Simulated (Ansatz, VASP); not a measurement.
# Two plane-wave programs on Na

INCAR

```
ALGO = Normal ; EDIFF = 1E-7
ENCUT = 520 ; GGA = CA
ISIF = 2 ; ISMEAR = 0
LASPH = T ; LCHARG = T
LELF = T ; LREAL = F
LVHAR = T ; LWAVE = F
NBANDS = 14 ; NELM = 60
PREC = Accurate ; SIGMA = 0.15
```

The input KPOINTS:

```
k-points
0
Gamma
  15 15 8
```

The input POSCAR:

```
Na
1.0
    3.7176600610      0.0000000000      0.0000000000
   -1.8588300305      3.2195880554      0.0000000000
    0.0000000000      0.0000000000      5.8981745703
Na
2
Direct
    0.3333333333      0.6666666667      0.2500000000
    0.6666666667      0.3333333333      0.7500000000
```

Input for Ansatz:

```yaml
crystal:
  lattice:
    - [3.717660061, 0.0, 0.0]
    - [-1.8588300305, 3.2195880554, 0.0]
    - [0.0, 0.0, 5.8981745703]
  atoms:
    - { symbol: Na, position: [0.3333333333, 0.6666666667, 0.25] }
    - { symbol: Na, position: [0.6666666667, 0.3333333333, 0.75] }
basis:
  ecutwfc: 520.0
kpoints:
  mp_grid: { grid: [15, 15, 8] }
hamiltonian:
  xc: lda
  pseudopotentials: { kind: paw }
scf:
  occupations: { method: gaussian, width: 0.15 }
output:
  forces: true
  stress: true
  eigenvalues: true
```

Change from the starting cell: mode 4 frozen in at +0.000 Å, equal normal strain along x and y +0.0267.

Alike in both runs: task single point; functional LDA; k mesh 15 × 15 × 8; occupations gaussian, width 0.15 eV; no spin polarisation.

|  | VASP | Ansatz |
| --- | --- | --- |
| version | VASP 6.6.1 | Ansatz 0.2.0 |
| potentials or method | VASP PAW LDA potentials, release 64 (Na_pv), cutoff 520 eV | scalar-relativistic, plane waves, PAW |
| valence electrons in the cell | 14 | 18 |

```csv
,VASP,Ansatz,Ansatz less VASP
gap on the k mesh at the Fermi level (eV),none,none,-
pressure (GPa),-0.5,-0.4,+0.02
"traceless stress, the component that is largest in VASP (GPa)",0.13,0.14,+0.001
```

LDA's correlation is that of Perdew and Zunger in VASP and of Perdew and Wang (1992) in Ansatz. A gap of «none» marks a metal or a gap that the smearing closes. VASP's potentials hold 14 valence electrons a cell and Ansatz's 18, so a difference there can come from the potentials and not from the codes.
